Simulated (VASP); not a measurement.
## Zr2HS4: single point with PBE+D3(BJ)

The system is Zr2HS4, a slab with vacuum.

```
S Zr H
1.0
     7.29768    0.00000    0.00000
    -3.64884    6.31997    0.00000
     0.00000    0.00000   20.91715
S Zr H
8 4 2
Direct
  0.33333 0.16667 0.19123
  0.33333 0.66667 0.19123
  0.83333 0.16667 0.19123
  0.83333 0.66667 0.19123
  0.16667 0.33333 0.33069
  0.16667 0.83333 0.33069
  0.66667 0.33333 0.33069
  0.66667 0.83333 0.33069
  0.00000 0.00000 0.26096
  0.00000 0.50000 0.26096
  0.50000 0.00000 0.26096
  0.50000 0.50000 0.26096
  0.30367 0.69633 0.50280
  0.36300 0.63700 0.50280
```

```
Program                : VASP 6.6.1
Task                   : single point
Functional             : PBE
Dispersion             : D3(BJ)
Potentials or basis    : VASP PAW PBE potentials, release 64 (S, Zr_sv, H)
Cutoff                 : 400 eV
k mesh                 : 6 × 6 × 1
Occupations            : gaussian, width 0.05 eV
Spin                   : no spin polarisation
Dipole correction      : yes
Further INCAR settings : ALGO = Normal; EDIFF = 1e-06; NBANDS = 62; NELMDL = -8
```

```
Largest force              : 0.044 eV/Å
Band gap on the k mesh     : 1.10 eV
Dispersion energy per atom : -0.213 eV
```

Forces in eV/Å, atoms in the order of the input:
```
S    0.001  0.000 -0.010
S   -0.001  0.000 -0.008
S   -0.001  0.000 -0.009
S    0.001 -0.001 -0.010
S    0.000  0.002  0.015
S    0.002 -0.001  0.018
S    0.000  0.000  0.013
S   -0.002 -0.001  0.015
Zr  -0.002  0.001  0.002
Zr   0.003 -0.001  0.002
Zr   0.002 -0.002  0.002
Zr  -0.003  0.002  0.003
H   -0.035  0.020 -0.017
H    0.035 -0.020 -0.016
```

Levels at points of the mesh, in eV from the valence-band top:
```tsv
k point	band 45	band 46	band 47	band 48	band 49	band 50	band 51	band 52	band 53	band 54
(0.00, 0.00, 0.00)	-0.92	-0.92	-0.88	0.00	0.00	1.10	1.10	1.10	1.69	1.69
(0.50, 0.00, 0.00)	-1.12	-0.85	-0.85	-0.50	-0.49	1.48	1.48	2.28	2.28	2.75
(0.50, 0.50, 0.00)	-1.12	-0.85	-0.85	-0.50	-0.49	1.48	1.48	2.28	2.28	2.76
```

It took 20 min on 1 thread of Oxide Virtual Turin-like Processor (shared host), peak memory 0.87 GiB.
